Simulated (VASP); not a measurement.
# BeS (F-43m) in VASP: G0W0 quasiparticle levels with PBE

Aim: the G0W0 quasiparticle levels of BeS with PBE.

Program: VASP 6.6.1. These are calculated values, not measurements. Logs are shortened: lines on timing, memory, paths and dates and some standing lists are left out, and cuts for length are marked.

## Step 1: The cell of the first run

The structure is cubic, space group F-43m (No. 216). The conventional cell has a = 4.869 Å, b = 4.869 Å, c = 4.869 Å, α = 90.00°, β = 90.00°, γ = 90.00°. Be (site symmetry -43m) has 4 S at 2.11 Å within 2.8 Å. S (site symmetry -43m) has 4 Be at 2.11 Å within 2.8 Å.

## Step 2: G0W0 quasiparticle levels, PBE

Input file POSCAR:

```
BeS
1.0
    0.0000000000      2.4343066380      2.4343066380
    2.4343066380      0.0000000000      2.4343066380
    2.4343066380      2.4343066380      0.0000000000
Be S
1 1
Direct
    0.0000000000      0.0000000000      0.0000000000
    0.2500000000      0.2500000000      0.2500000000
```

Input file INCAR.step1:

```
PREC = Accurate
ENCUT = 500
EDIFF = 1E-8
ISMEAR = 0
SIGMA = 0.01
LREAL = False
LASPH = True
NELM = 100
ALGO = Normal
LWAVE = True
LCHARG = False
GGA = PE
```

Input file INCAR.step2:

```
PREC = Accurate
ENCUT = 500
EDIFF = 1E-8
ISMEAR = 0
SIGMA = 0.01
LREAL = False
LASPH = True
NELM = 1
ALGO = Exact
LWAVE = True
LCHARG = False
GGA = PE
NBANDS = 50
LOPTICS = True
ISTART = 1
```

Input file INCAR.step3:

```
PREC = Accurate
ENCUT = 500
EDIFF = 1E-8
ISMEAR = 0
SIGMA = 0.01
LREAL = False
LASPH = True
ALGO = EVGW0
LWAVE = False
LCHARG = False
GGA = PE
NELMGW = 1
NBANDS = 50
ENCUTGW = 80.0
NOMEGA = 96
PRECFOCK = Fast
ISTART = 1
NBANDSGW = 12
OMEGAMAX = 30
```

Input file KPOINTS:

```
regular mesh
0
Gamma
  4 4 4
```

Potentials or basis: VASP PAW PBE potentials, release 64 (Be_GW, S_GW).

On the command line:

```sh
$ cat potpaw_PBE.64/Be_GW/POTCAR potpaw_PBE.64/S_GW/POTCAR > POTCAR
$ cp INCAR.step1 INCAR
$ mpirun -np 1 vasp_std > vasp.out
$ cp INCAR.step2 INCAR
$ mpirun -np 1 vasp_std > vasp.out
$ cp INCAR.step3 INCAR
$ mpirun -np 1 vasp_std > vasp.out
```

OUTCAR:

```text
PREC = Accurate
   ENCUT = 500
   EDIFF = 1E-8
   ISMEAR = 0
   LREAL = False
   LASPH = True
   GGA = PE
   NELMGW = 1
   ENCUTGW = 80.0
   PRECFOCK = Fast
   ISTART = 1

 ion  position               nearest neighbor table
   1  0.000  0.000  0.000-   2 2.11   2 2.11   2 2.11   2 2.11
   2  0.250  0.250  0.250-   1 2.11   1 2.11   1 2.11   1 2.11

  LATTYP: Found a face centered cubic cell.
 ALAT       =     4.8686132760

  Lattice vectors:

 A1 = (   0.0000000000,   2.4343066380,   2.4343066380)
 A2 = (   2.4343066380,   0.0000000000,   2.4343066380)
 A3 = (   2.4343066380,   2.4343066380,   0.0000000000)

Analysis of symmetry for initial positions (statically):
=====================================================================
 Subroutine PRICEL returns:
 Original cell was already a primitive cell.

 Routine SETGRP: Setting up the symmetry group for a
 face centered cubic supercell.

 Subroutine GETGRP returns: Found 24 space group operations
 (whereof 24 operations were pure point group operations)
 out of a pool of 48 trial point group operations.

The static configuration has the point symmetry T_d .

Analysis of symmetry for dynamics (positions and initial velocities):
=====================================================================
 Subroutine PRICEL returns:
 Original cell was already a primitive cell.

 Routine SETGRP: Setting up the symmetry group for a
 face centered cubic supercell.

 Subroutine GETGRP returns: Found 24 space group operations
 (whereof 24 operations were pure point group operations)
 out of a pool of 48 trial point group operations.

The dynamic configuration has the point symmetry T_d .

 Subroutine INISYM returns: Found 24 space group operations
 (whereof 24 operations are pure point group operations),
 and found     1 'primitive' translations

----------------------------------------------------------------------------------------

                                     Primitive cell

  volume of cell :      28.8507

  direct lattice vectors                    reciprocal lattice vectors
     0.000000000  2.434306638  2.434306638    -0.205397296  0.205397296  0.205397296
     2.434306638  0.000000000  2.434306638     0.205397296 -0.205397296  0.205397296
     2.434306638  2.434306638  0.000000000     0.205397296  0.205397296 -0.205397296

  length of vectors
     3.442629462  3.442629462  3.442629462     0.355758552  0.355758552  0.355758552

  position of ions in fractional coordinates (direct lattice)
     0.000000000  0.000000000  0.000000000
     0.250000000  0.250000000  0.250000000

  ion indices of the primitive-cell ions
   primitive index   ion index
                 1           1
                 2           2

----------------------------------------------------------------------------------------

 KPOINTS: regular mesh

Automatic generation of k-mesh.
 Grid dimensions read from file:
 generate k-points for:    4    4    4

 Generating k-lattice:

  Cartesian coordinates                     Fractional coordinates (reciprocal lattice)
    -0.051349324  0.051349324  0.051349324     0.250000000  0.000000000  0.000000000
     0.051349324 -0.051349324  0.051349324     0.000000000  0.250000000  0.000000000
     0.051349324  0.051349324 -0.051349324     0.000000000  0.000000000  0.250000000

  Length of vectors
     0.088939638  0.088939638  0.088939638

  Shift w.r.t. Gamma in fractional coordinates (k-lattice)
     0.000000000  0.000000000  0.000000000

 Subroutine IBZKPT returns following result:
 ===========================================

 Found      8 irreducible k-points:

 Following reciprocal coordinates:
            Coordinates               Weight
  0.000000  0.000000  0.000000      1.000000
  0.250000  0.000000  0.000000      8.000000
  0.500000  0.000000  0.000000      4.000000
  0.250000  0.250000  0.000000      6.000000
  0.500000  0.250000  0.000000     24.000000
 -0.250000  0.250000  0.000000     12.000000
  0.500000  0.500000  0.000000      3.000000
 -0.250000  0.500000  0.250000      6.000000
   k-points           NKPTS =      8   k-points in BZ     NKDIM =     64   number of bands    NBANDS=     50
   number of dos      NEDOS =    301   number of ions     NIONS =      2
   total plane-waves  NPLWV =  21952
   dimension x,y,z NGX =    28 NGY =   28 NGZ =   28
   dimension x,y,z NGXF=    56 NGYF=   56 NGZF=   56
   ions per type =               1   1
   NGX,Y,Z   is equivalent  to a cutoff of  13.52, 13.52, 13.52 a.u.
   NGXF,Y,Z  is equivalent  to a cutoff of  27.04, 27.04, 27.04 a.u.
 SYSTEM =  unknown system
   PREC   = accura    normal or accurate (medium, high low for compatibility)
   ISTART =      1    job   : 0-new  1-cont  2-samecut
   ICHARG =      0    charge: 1-file 2-atom 10-const
   ISPIN  =      1    spin polarized calculation?
   LNONCOLLINEAR =      F non collinear calculations
   LSORBIT =      F    spin-orbit coupling
   LASPH  =      T    aspherical Exc in radial PAW
   ENCUT  =  500.0 eV  36.75 Ry    6.06 a.u.   6.28  6.28  6.28*2*pi/ulx,y,z
   NELM   =     60;   NELMIN=  2; NELMDL=  0     # of ELM steps
   EDIFF  = 0.1E-07   stopping-criterion for ELM
   LREAL  =      F    real-space projection
   EDIFFG = 0.1E-06   stopping-criterion for IOM
   NSW    =      0    number of steps for IOM
   IBRION =     -1    ionic relax: 0-MD 1-quasi-New 2-CG
   NFREE  =      0    steps in history (QN), initial steepest desc. (CG)
   ISIF   =      0    stress and relaxation
   ISYM   =      3    0-nonsym 1-usesym 2-fastsym
   POTIM  = 0.5000    time-step for ionic-motion
   TEBEG  =    0.0;   TEEND  =   0.0 temperature during run
   PSTRESS=    0.0 pullay stress
   NELECT =       8.0000    total number of electrons
   NUPDOWN=      -1.0000    fix difference up-down
   EMIN   =  10.00;   EMAX   =-10.00  energy-range for DOS
   EFERMI =   0.00;   METHOD = LEGACY
   ISMEAR =     0;   SIGMA  =   0.01  broadening in eV -4-tet -1-fermi 0-gaus
   EFERMI_NEDOS =   21; number of points for ismear=-14 and -15
   IALGO  =     38    algorithm
   IMIX   =      4    mixing-type and parameters
     AMIX     =   0.40;   BMIX     =  1.00
     AMIX_MAG =   1.60;   BMIX_MAG =  1.00
  volume/ion in A,a.u.               =      14.43        97.35
  Fermi-wavevector in a.u.,A,eV,Ry     =   1.067545  2.017368 15.505913  1.139652
  Thomas-Fermi vector in A             =   2.203165
   LORBIT       =      0    0 simple, 1 ext, 2 COOP (PROOUT), +10 PAW based schemes
   GGA     = PE    functional components
   LHFCALC =     T    Hartree Fock is set to
   PRECFOCK=fast      Normal, Fast or Accurate (Low or Medium for compatibility)
   ENCUT4O =  -1.0   cutoff for four orbital integrals eV
   NKREDX  =     1    reduce k-point grid by
   NKREDY  =     1    reduce k-point grid by
   NKREDZ  =     1    reduce k-point grid by
   AEXX    =    1.0000 exact exchange contribution
   HFSCREEN=    0.0000 screening length (either q_TF or 0.3 A-1)
   HFSCREENC=   0.0000 screening length for correlation (either q_TF or 0.3 A-1)
   ENCUTFOCK=  -1.0 apply spherical cutoff to Coloumb kernel
   IVDW    =     0    specifies the selected vdW correction
   LEPSILON=     F    determine dielectric tensor
   LRPA    =     F    only Hartree local field effects (RPA)
   LRPAFORCE           =     F    calculate RPA forces
   ENCUTGW             =  80.0    cutoff for response function in eV
   ENCUTGWSOFT         =  64.0    soft cutoff for Coulomb kernel in GW response function in eV
   ENCUTLF             =  -1.0    cutoff for local field effects
   NELMGW              =     1    number of iterations in solving QP/BSE equation
   NELMHF              =     1    number of iterations in the inner HF iteration
   NKREDLFX            =     1    NKREDLFY  =   1   NKREDLFZ  =   1
 non-spin polarized calculation
 Gauss-broadening in eV      SIGMA  =   0.01
  energy-cutoff  :      500.00
  volume of cell :       28.85
 maximum number of plane-waves:       754
 NGX is ok and might be reduce to    28
  NGX = 14; NGY = 14; NGZ = 14
   NGX = 13   NGY = 13   NGZ = 13
 maximum number of plane-waves:        59
 NGX is ok and might be reduce to    10

 QP shifts <psi_nk| G(iteration)W_0 |psi_nk>: iteration 1
 for sc-GW calculations column KS-energies equals QP-energies in previous step
 and V_xc(KS)=  KS-energies - (<T + V_ion + V_H > + <T+V_H+V_ion>^1  + <V_x>^1)

 k-point   1 :       0.0000    0.0000    0.0000
  band No.  KS-energies  QP-energies   sigma(KS)   V_xc(KS)     V^pw_x(r,r')   Z            occupation Imag(sigma)

      1      -9.9238     -10.6622     -13.7534     -12.7969     -21.3167       0.7720       2.0000       1.5900
      2       3.6985       3.0890     -14.4761     -13.7029     -16.6002       0.7884       2.0000       0.0609
      3       3.6985       3.0890     -14.4761     -13.7029     -16.6002       0.7884       2.0000       0.0609
      4       3.6985       3.0890     -14.4761     -13.7029     -16.6002       0.7884       2.0000       0.0609
      5       9.3382      10.2466      -9.3776     -10.5184      -5.2071       0.7963       0.0000      -0.0825
      6       9.3382      10.2466      -9.3776     -10.5184      -5.2071       0.7963       0.0000      -0.0825
      7       9.3382      10.2466      -9.3776     -10.5184      -5.2071       0.7963       0.0000      -0.0825
      8       9.4800      10.1437      -9.5835     -10.4162      -5.2385       0.7970       0.0000      -0.0885
      9      16.3137      17.3962     -10.0299     -11.4347      -4.9428       0.7706       0.0000      -0.1941
     10      16.3137      17.3962     -10.0299     -11.4347      -4.9428       0.7706       0.0000      -0.1941
     11      18.4840      18.6284      -8.3338      -8.5247      -2.3184       0.7564       0.0000      -0.4588
     12      20.1712      20.4749      -8.2841      -8.6743      -2.2504       0.7782       0.0000      -0.5504

 k-point   2 :       0.2500    0.0000    0.0000
  band No.  KS-energies  QP-energies   sigma(KS)   V_xc(KS)     V^pw_x(r,r')   Z            occupation Imag(sigma)
[... 97 lines left out ...]
      1      -7.7559      -8.1615     -14.4924     -13.9285     -21.5811       0.7192       2.0000       1.0359
      2      -0.5221      -1.5543     -13.3654     -11.9915     -16.6418       0.7513       2.0000       0.1200
      3      -0.1174      -1.0783     -13.0611     -11.8017     -15.9977       0.7630       2.0000       0.1049
      4       0.3978      -0.4918     -12.8861     -11.7282     -15.5647       0.7682       2.0000       0.0920
      5      10.1403      10.7876      -9.6996     -10.5107      -5.6277       0.7982       0.0000      -0.0880
      6      11.7545      12.5386      -9.1041     -10.0920      -4.6353       0.7937       0.0000      -0.1013
      7      12.0695      12.8914      -9.1635     -10.2212      -4.1861       0.7771       0.0000      -0.1259
      8      12.4441      13.4696     -10.4689     -11.8058      -5.6127       0.7671       0.0000      -0.1267
      9      17.8162      19.0104     -10.3242     -11.9142      -4.5042       0.7511       0.0000      -0.3378
     10      17.9928      18.8274     -10.3634     -11.4961      -4.1889       0.7368       0.0000      -0.4207
     11      20.4504      21.6282     -10.2593     -11.8088      -4.0217       0.7601       0.0000      -0.5541
     12      22.0868      22.7678      -9.6958     -10.5489      -3.4749       0.7984       0.0000      -0.8498
```

Run time: 32 s. Hardware: 1 thread of AMD EPYC 9R45 (Zen 5), shared host; peak memory 0.21 GiB.

Results:

```yaml
Quasiparticle_gap: 4.19 eV
Least_direct_quasiparticle_gap: 7.05 eV
Band_gap_of_the_starting_levels_on_the_mesh: 3.12 eV
Least_direct_gap_of_the_starting_levels_on_the_mesh: 5.64 eV
```

Caveat: the k points lie up to 0.56 Å⁻¹ apart; bands, screening cutoff and mesh are small and nothing is extrapolated, so the quasiparticle values aren't converged.
